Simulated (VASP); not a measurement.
# ZnS in VASP: further runs, part 2 of 2

VASP 6.6.1. Earlier steps stand in the parts before.

## 5. Relaxation of the atoms, PBE (z stretched by -1 %)

File INCAR:

```
SYSTEM = ZnS
PREC     = Accurate       ! precision mode
ENCUT    = 520            ! plane-wave cutoff, eV
EDIFF    = 1E-6           ! SCF threshold, eV
ISMEAR   = -1             ! smearing method
SIGMA    = 0.02           ! smearing width, eV
LREAL    = .False.        ! projectors in reciprocal space
LASPH    = .True.         ! aspherical terms in the spheres
NELM     = 100            ! most SCF steps
ALGO     = Normal         ! electronic algorithm
ISIF     = 2              ! what is computed and relaxed
LWAVE    = .False.        ! write WAVECAR
LCHARG   = .False.        ! write CHGCAR
GGA      = PE             ! functional
IBRION   = 2              ! ionic algorithm
NSW      = 80             ! ionic steps
EDIFFG   = -0.02          ! ionic threshold
```

File KPOINTS:

```
regular mesh
0
Gamma
  14 14 14
  0 0 0
```

File POSCAR:

```
ZnS
1.0
    0.0000000000      2.7072500000      2.6801775000
    2.7072500000      0.0000000000      2.6801775000
    2.7072500000      2.7072500000      0.0000000000
Zn S
1 1
Direct
    0.0000000000      0.0000000000      0.0000000000
    0.2500000000      0.2500000000      0.2500000000
```

Potentials or basis: VASP PAW PBE potentials, release 64 (Zn, S).

Launch:

```sh
cat potpaw_PBE.64/Zn/POTCAR potpaw_PBE.64/S/POTCAR > POTCAR
mpirun -np 1 vasp_std > vasp.out
```

OUTCAR:

```text
SYSTEM = ZnS
   PREC = Accurate
   ENCUT = 520
   EDIFF = 1E-6
   ISMEAR = -1
   LREAL = .False.
   LASPH = .True.
   NELM = 100
   ISIF = 2
   GGA = PE
   IBRION = 2
   NSW = 80
   EDIFFG = -0.02

 ion  position               nearest neighbor table
   1  0.000  0.000  0.000-   2 2.34   2 2.34   2 2.34   2 2.34
   2  0.250  0.250  0.250-   1 2.34   1 2.34   1 2.34   1 2.34

  LATTYP: Found a body centered tetragonal cell.
 ALAT       =     3.8286296667
 C/A-ratio  =     1.4000714267

  Lattice vectors:

 A1 = (   0.0000000000,  -2.7072500000,  -2.6801775000)
 A2 = (   0.0000000000,   2.7072500000,  -2.6801775000)
 A3 = (   2.7072500000,   0.0000000000,   2.6801775000)

Analysis of symmetry for initial positions (statically):
=====================================================================
 Subroutine PRICEL returns:
 Original cell was already a primitive cell.

 Routine SETGRP: Setting up the symmetry group for a
 body centered tetragonal supercell.

 Subroutine GETGRP returns: Found  8 space group operations
 (whereof  8 operations were pure point group operations)
 out of a pool of 16 trial point group operations.

[... 177 lines left out ...]
      7       2.1345      2.00000
      8       2.1345      2.00000
      9       2.1690      2.00000
     10       4.2787      0.00000
     11       8.5403      0.00000
     12       8.5403      0.00000
     13       8.5413      0.00000
[... 354 lines left out ...]
  band No.  band energies     occupation
      1     -10.5123      2.00000
      2      -4.2125      2.00000
      3      -4.1021      2.00000
      4      -4.0962      2.00000
      5      -3.7300      2.00000
      6      -3.6790      2.00000
      7      -0.5980      2.00000
      8       1.1691      2.00000
      9       1.2313      2.00000
     10       6.3771      0.00000
     11       7.6614      0.00000
     12       9.6555      0.00000
     13       9.9529      0.00000

 [... further k-points ...]

------------------------ aborting loop because EDIFF is reached ----------------------------------------

  FORCE on cell =-STRESS in cart. coord.  units (eV):
  Direction    XX          YY          ZZ          XY          YZ          ZX
  --------------------------------------------------------------------------------------
  -------------------------------------------------------------------------------------
  Total        0.4856209      0.4856209      0.5814146      0.0000000      0.0000000      0.0000000
  in kB       19.8042183     19.8042183     23.7108022      0.0000000      0.0000000      0.0000000
  external PRESSURE =      21.1064129 kB  Pullay stress =       0.0000000 kB

 VOLUME and BASIS-vectors are now :
 -----------------------------------------------------------------------------
  energy-cutoff  :      520.00
  volume of cell :       39.29
      direct lattice vectors                 reciprocal lattice vectors
     0.000000000  2.707250000  2.680177500    -0.184689260  0.184689260  0.186554808
     2.707250000  0.000000000  2.680177500     0.184689260 -0.184689260  0.186554808
     2.707250000  2.707250000  0.000000000     0.184689260  0.184689260 -0.186554808

 POSITION                                       TOTAL-FORCE (eV/Angst)
 -----------------------------------------------------------------------------------
      0.00000      0.00000      0.00000        -0.000000     -0.000000      0.000000
      1.35363      1.35363      1.34009         0.000000      0.000000     -0.000000
 -----------------------------------------------------------------------------------
    total drift:                                0.000001      0.000001      0.000000

  FREE ENERGIE OF THE ION-ELECTRON SYSTEM (eV)
  ---------------------------------------------------
  free  energy   TOTEN  =        -6.8450163102 eV

  energy  without entropy=       -6.8450163102  energy(sigma->0) =       -6.84501631

 reached required accuracy - stopping structural energy minimisation
```

CONTCAR:

```text
ZnS
   1.00000000000000
     0.0000000000000000    2.7072500000000002    2.6801775000000001
     2.7072500000000002    0.0000000000000000    2.6801775000000001
     2.7072500000000002    2.7072500000000002    0.0000000000000000
  Zn              S
     1     1
Direct
     0.0000000000000000    0.0000000000000000    0.0000000000000000
     0.2500000000000000    0.2500000000000000    0.2500000000000000

  0.00000000E+00  0.00000000E+00  0.00000000E+00
  0.00000000E+00  0.00000000E+00  0.00000000E+00
```

Run time: 1.9 min. Hardware: 1 thread of Oxide Virtual Turin-like, shared host; peak memory 0.22 GiB.

What came out:

```
Free energy             : -6.8450 eV
Pressure after relaxing : 2.1 GPa
Band gap on the k mesh  : 2.11 eV
```

Stress tensor (GPa, compression positive):
```
1.98 0.00 0.00
0.00 1.98 0.00
0.00 0.00 2.37
```

Final structure:
```
Zn S
1.0
     0.00000    2.70725    2.68018
     2.70725    0.00000    2.68018
     2.70725    2.70725    0.00000
Zn S
1 1
Direct
  0.00000 0.00000 0.00000
  0.25000 0.25000 0.25000
```

Levels at points of the mesh, in eV from the valence-band top:
| k point | band 7 | band 8 | band 9 | band 10 | band 11 | band 12 |
| --- | --- | --- | --- | --- | --- | --- |
| (0.00, 0.00, 0.00) | -0.03 | -0.03 | 0.00 | 2.11 | 6.37 | 6.37 |
| (0.50, 0.00, 0.00) | -5.34 | -0.92 | -0.87 | 3.29 | 6.86 | 6.95 |
| (0.50, 0.50, 0.00) | -4.56 | -2.29 | -2.29 | 3.34 | 3.99 | 11.06 |
| (0.50, 0.00, 0.50) | -4.62 | -2.25 | -2.23 | 3.39 | 4.08 | 10.95 |

Caveat: the cell differs from its parent crystal (z stretched by -1 %).

## 6. Overview

```tsv
task	cell	gap on the mesh (eV)	pressure (GPa)
single point	a = 3.867, b = 3.867, c = 3.829 Å, angles 60.3, 60.3, 59.3°, 2 atoms	1.98	-0.1
single point	a = 3.886, b = 3.886, c = 3.829 Å, angles 60.5, 60.5, 59.0°, 2 atoms	1.92	-0.8
relaxation of the atoms	atoms relaxed from a = 3.750 Å, angles 60.0°, 2 atoms	2.36	6.6
relaxation of the atoms	atoms relaxed from a = 3.810, b = 3.810, c = 3.829 Å, angles 59.8, 59.8, 60.3°, 2 atoms	2.11	2.1
```

Alike in all rows: level PBE; potentials or basis VASP PAW PBE potentials, release 64 (Zn, S); no spin polarisation; k mesh 14 × 14 × 14; cutoff (eV) 520; smearing fermi-dirac 0.02 eV.

Caveats: the relaxation stopped at its first step, so nothing moved (at least some runs).

Total energies depend on the potentials used, so only differences within one code and one set of settings carry meaning.
